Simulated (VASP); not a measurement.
B:

```xyz
4
Lattice="-1.8781 1.8781 2.5729 1.8781 -1.8781 2.5729 1.8781 1.8781 -2.5729" Properties=species:S:1:pos:R:3 pbc="T T T"
B     0.6261    0.6261    2.5729
B     0.6261   -0.6261    2.5729
B     1.2521    1.2521    0.0000
B    -0.6261    0.6261    2.5729
```

```yaml
Program: VASP 6.6.1
Task: relaxation of cell and atoms
Functional: PBE
Potentials_or_basis: VASP PAW PBE potentials, release 64 (B)
Cutoff: 600 eV
k_mesh: 6 × 6 × 6
Occupations: gaussian, width 0.1 eV
Spin: no spin polarisation
```

At the start: pressure 125.9 GPa; volume 9.08 Å³/atom.

Problem. How do energy, volume and symmetry change on relaxing?

Solution. Over 66 steps the energy falls by 3864.5 meV/atom and the volume is 7.51 Å³/atom (-17.2 %); space group I4/mmm (No. 139, to 0.05 Å).

Step by step:
```
step  energy change (eV)  largest force (eV/Å)  pressure (GPa)  volume (Å³)
   1              0.0000               21.6895          125.93        36.30
   3             -8.3971                0.3999           -4.51        82.66
   5             -8.3572                1.1259           -7.70        80.48
   7             -8.5203                0.4243           -2.13        76.32
   9             -8.6333                0.5846           -2.68        72.87
  11            -11.4335                2.8262           -7.58        46.04
  13            -11.8959                3.7737           -3.41        42.29
  15            -13.2558                3.1036           21.14        32.07
  17            -13.2687                2.7688           27.48        30.92
  19            -13.3007                2.0226           32.54        30.08
  21            -13.4003                1.7941           28.88        30.46
  23            -13.7186                0.8892           14.53        32.23
  25            -13.8582                0.0255           -0.52        34.78
  27            -13.8599                0.0603           -0.37        34.75
  29            -13.8670                0.1535            0.19        34.59
  31            -13.8679                0.1997            0.58        34.47
  33            -13.8690                0.1407            0.34        34.52
  35            -13.8728                0.0756           -0.05        34.50
  37            -13.8749                0.2226           -0.20        34.49
  39            -13.8770                0.2963           -0.35        34.48
  41            -13.8978                0.5341           -1.10        34.41
  43            -14.2972                1.3961           -4.45        33.86
  45            -14.8718                2.1116           -6.88        32.78
  47            -14.9364                2.3807           -5.69        32.50
  49            -14.9372                2.4087           -5.64        32.49
  51            -14.9400                2.4005           -5.67        32.48
  53            -14.9527                2.3632           -5.82        32.47
  55            -15.0019                2.2129           -6.38        32.43
  57            -15.1682                1.6005           -8.20        32.25
  59            -15.3883                0.6215           -9.59        31.52
  61            -15.4182                0.2046           -8.32        31.36
  63            -15.4540                0.2242            0.30        30.03
  65            -15.4579                0.0257            0.35        30.03
  66            -15.4582                0.0134            0.12        30.05
```

Final structure:
```
CELL_PARAMETERS angstrom
-2.83926 2.83926 0.93193
2.83926 -2.83926 0.93193
2.83926 2.83926 -0.93193
ATOMIC_POSITIONS crystal
B 0.84262 0.84262 0.68523
B 0.15738 0.84262 0.00000
B 0.15738 0.15738 0.31477
B 0.84262 0.15738 0.00000
```

Caveat: the k points lie up to 0.59 Å⁻¹ apart in the final cell; the volume moved by over 15 % at a fixed basis, so the end points are rough.
